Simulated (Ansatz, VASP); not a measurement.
TiSiTe3 in VASP and in Ansatz

```
Ti Si Te
1.0
     5.08819    0.00000    0.00000
     0.00000    5.08819    0.00000
     0.00000    0.00000    5.08819
Ti Si Te
1 1 3
Direct
  0.50000 0.50000 0.50000
  0.00000 0.00000 0.00000
  0.00000 0.50000 0.50000
  0.50000 0.50000 0.00000
  0.50000 0.00000 0.50000
```

Change from the starting cell: species swapped into the TmBRh3 type (Pm-3m, No. 221).

Alike in both runs: task relaxation of cell and atoms; functional PBE; k mesh 4 × 4 × 4; occupations gaussian, width 0.1 eV; no spin polarisation.

|  | VASP | Ansatz |
| --- | --- | --- |
| version | VASP 6.6.1 | Ansatz 0.2.0 |
| potentials or method | VASP PAW PBE potentials, release 64 (Ti_sv, Si, Te), cutoff 600 eV | scalar-relativistic, plane waves, PAW |
| valence electrons in the cell | 34 | 64 |

|  | VASP | Ansatz | Ansatz less VASP |
| --- | --- | --- | --- |
| gap on the k mesh at the Fermi level, each at its own relaxed structure (eV) | none | none | - |
| relaxed volume (Å³/atom) | 30.05 | 30.14 | +0.095 |
| relaxed length of the cell vector where the two differ most in proportion (Å) | 5.316 | 5.322 | +0.0056 |

A gap of «none» marks a metal or a gap that the smearing closes. VASP's potentials hold 34 valence electrons a cell and Ansatz's 64, so a difference there can come from the potentials and not from the codes.

Neither program's run includes spin-orbit coupling.
